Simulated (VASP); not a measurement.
Runs of VASP 6.6.1 on RuAu. The structure is that of space group Pm-3m (No. 221), or close to it. The cells are those of the table. 

```csv
level,cell,k mesh,cutoff (eV),gap on the mesh (eV),pressure (GPa)
PBE,"a = 3.165 Å, angles 90.0, 90.0, 91.1°, 2 atoms",7 × 7 × 7,520,none,-0.1
PBEsol,"a = 3.114 Å, 2 atoms",8 × 8 × 8,500,none,1.7
PBE,"a = 3.186 Å, 2 atoms",8 × 8 × 8,520,none,(a)
PBEsol,"a = 3.101 Å, 2 atoms",8 × 8 × 8,500,none,(c)
PBE,"a = 3.227 Å, 2 atoms",8 × 8 × 8,520,none,-10.3
PBE,"a = 3.165 Å, 2 atoms",8 × 8 × 8,520,none,0.5
PBE,"a = 3.206 Å, 2 atoms",8 × 8 × 8,520,none,(b)
PBEsol,"a = 3.083 Å, 2 atoms",8 × 8 × 8,500,none,9.7
PBE,"a = 3.144 Å, 2 atoms",8 × 8 × 8,520,none,4.6
```

Alike in all rows: task single point; potentials or basis VASP PAW PBE potentials, release 64 (Ru_pv, Au); no spin polarisation; smearing fermi-dirac 0.05 eV.

Task: Estimate the missing entries.

Result: (a) -3.8; (b) -7.2; (c) 4.7.

Caveats: spin-orbit coupling is left out, which moves the levels of the heavy elements; the PAW data sets were made with another functional, which shifts forces and pressure a little (some runs).

A k mesh can miss the band edges, and the runs leave out spin-orbit coupling on Au, Ru.

A gap of «none» marks levels without a gap at the run's occupations.
